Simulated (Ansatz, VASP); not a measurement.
# AlN: VASP beside Ansatz

```
Al N
1.0
     0.00000    2.18399    2.18399
     2.18399    0.00000    2.18399
     2.18399    2.18399    0.00000
Al N
1 1
Direct
  0.00000 0.00000 0.00000
  0.75000 0.75000 0.75000
```

Alike in both runs: task single point; functional PBE; k mesh 7 × 7 × 7; no spin polarisation.

```csv
,VASP,Ansatz
version,VASP 6.6.1,Ansatz 0.2.0
potentials or method,"VASP PAW PBE potentials, release 64 (Al, N), cutoff 600 eV","plane waves, PAW"
occupations,"gaussian, width 0.01 eV",fixed
valence electrons in the cell,8,8
```

|  | VASP | Ansatz | Ansatz less VASP |
| --- | --- | --- | --- |
| gap on the k mesh at the Fermi level (eV) | 3.62 | 3.63 | +0.007 |
